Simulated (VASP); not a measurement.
AlN: single point with RPBE

AlN:

```xyz
2
Lattice="0.0000 1.9780 1.9780 1.9780 0.0000 1.9780 1.9780 1.9780 0.0000" Properties=species:S:1:pos:R:3 pbc="T T T"
Al    0.0000    0.0000    0.0000
N     1.9780    1.9780    1.9780
```

- Program: VASP 6.6.1
- Task: single point
- Functional: RPBE
- Potentials or basis: VASP PAW PBE potentials, release 64 (Al, N)
- Cutoff: 600 eV
- k mesh: 12 × 12 × 12
- Occupations: gaussian, width 0.05 eV
- Spin: no spin polarisation
- Dipole correction: no
- Further INCAR settings: ALGO = Normal; EDIFF = 1e-06; NBANDS = 11

* Pressure: 29.9 GPa
* Band gap on the k mesh: 5.19 eV, indirect (least direct gap 6.67 eV)

Levels at points of the mesh, in eV from the valence-band top:
```
           k point  band 1  band 2  band 3  band 4  band 5  band 6  band 7  band 8
(0.00, 0.00, 0.00)  -18.21    0.00    0.00    0.00    6.67   12.38   12.38   12.38
(0.50, 0.00, 0.00)  -14.71   -8.72   -1.21   -1.21    6.57   11.62   11.62   14.40
(0.50, 0.50, 0.00)  -13.65   -7.83   -2.97   -2.97    5.19    5.37   14.96   18.45
```

Wall time 18 s on 1 thread of Intel Xeon 8259CL (shared host), peak memory 0.14 GiB.

Caveat: the PAW data sets were made with another functional, which shifts forces and pressure a little. As with any semilocal functional, this RPBE gap is likely too small.
